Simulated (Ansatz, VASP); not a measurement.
# Sb: VASP beside Ansatz

The input INCAR:

```
SYSTEM = Sb
  PREC = Accurate
  ENCUT = 520
  EDIFF = 1E-6
  ISMEAR = -1
  SIGMA = 0.05
  LREAL = .FALSE.
  LASPH = .TRUE.
  NELM = 80
  ALGO = Normal
  ISIF = 2
  LWAVE = .FALSE.
  LCHARG = .FALSE.
  GGA = PE
  NBANDS = 8
```

File KPOINTS:

```
regular mesh
0
G
  19 19 19
  0 0 0
```

File POSCAR:

```
Sb
1.0
   -1.5647750000      1.4903750000      2.4800000000
    1.4903750000     -1.5647750000      2.4800000000
    1.5196250000      1.5196250000     -2.5251500000
Sb
1
Direct
    0.0000000000      0.0000000000      0.0000000000
```

Input for Ansatz:

```yaml
crystal:
  lattice:
    - [-1.564775, 1.490375, 2.48]
    - [1.490375, -1.564775, 2.48]
    - [1.519625, 1.519625, -2.52515]
  atoms:
    - { symbol: Sb, position: [0.0, 0.0, 0.0] }
kpoints:
  mp_grid: { grid: [19, 19, 19] }
  band_path:
    path:
      - [0.0, 0.0, 0.0]
      - [0.5, 0.5, -0.5]
      - [0.1741408202, 0.8258591798, -0.5]
      - [-0.1741408202, 0.1741408202, 0.5]
      - [0.0, 0.0, 0.5]
      - [0.0, 0.0, 0.0]
      - [-0.5, 0.5, 0.0]
      - [0.0, 0.5, 0.0]
      - [0.0, 0.0, 0.0]
    npoints: 5
scf:
  occupations: { method: fermi_dirac, width: 0.05 }
hamiltonian:
  xc: pbe
  pseudopotentials: { kind: all_electron, lapw: { basis_error: 0.00025 } }
output:
  forces: true
  stress: true
  eigenvalues: true
```

Change from the starting cell: equal xy, yz and zx shear strains of -3 %.

Alike in both runs: task single point; functional PBE; k mesh 19 × 19 × 19; occupations fermi-dirac, width 0.05 eV; no spin polarisation.

|  | VASP | Ansatz |
| --- | --- | --- |
| version | VASP 6.6.1 | Ansatz 0.2.0 |
| potentials or method | VASP PAW PBE potentials, release 64 (Sb), cutoff 520 eV | all-electron LAPW, scalar-relativistic |

|  | VASP | Ansatz | Ansatz less VASP |
| --- | --- | --- | --- |
| pressure (GPa) | 19.4 | 19.4 | +0.03 |
| traceless stress, the component that is largest in VASP (GPa) | -0.93 | -0.92 | +0.005 |

Ansatz ran all-electron here, and VASP with PAW potentials.

Neither program's run includes spin-orbit coupling.
